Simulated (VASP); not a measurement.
Input of a VASP 6.6.1 run:

Contents of INCAR:

```
SYSTEM = Ba3Sn
PREC = Accurate ; ENCUT = 520
EDIFF = 1E-7 ; ISMEAR = -1
SIGMA = 0.05 ; LREAL = .FALSE.
LASPH = .TRUE. ; NELM = 100
ALGO = Normal ; ISIF = 2
LWAVE = .FALSE. ; LCHARG = .TRUE.
LELF = .TRUE. ; LVHAR = .TRUE.
NBANDS = 30
```

File KPOINTS:

```
Automatic mesh
0
G
  6 6 6
  0 0 0
```

The input POSCAR:

```
Ba3Sn
1.0
    5.3370903230      0.0000000000      0.0000000000
    0.0000000000      5.3370903230      0.0000000000
    0.0000000000      0.0000000000      5.3370903230
Sn Ba
1 3
Direct
    0.0000000000      0.0000000000      0.0000000000
    0.0000000000      0.5000000000      0.5000000000
    0.5000000000      0.0000000000      0.5000000000
    0.5000000000      0.5000000000      0.0000000000
```

Potentials or basis: VASP PAW LDA potentials, release 64 (Sn_d, Ba_sv).

Command:

```sh
$ cat potpaw_LDA.64/Sn_d/POTCAR potpaw_LDA.64/Ba_sv/POTCAR > POTCAR
$ mpirun -np 1 vasp_std > vasp.out
```

**Question.** Predict the band gap on the k mesh.

**Answer.** Zero (band 22 reaches 4.45 eV, above the bottom of band 23 at 3.55 eV).

**Question.** Estimate the pressure.

**Answer.** 0.5 GPa.

Caveat: spin-orbit coupling is left out, which moves the levels of the heavy elements.
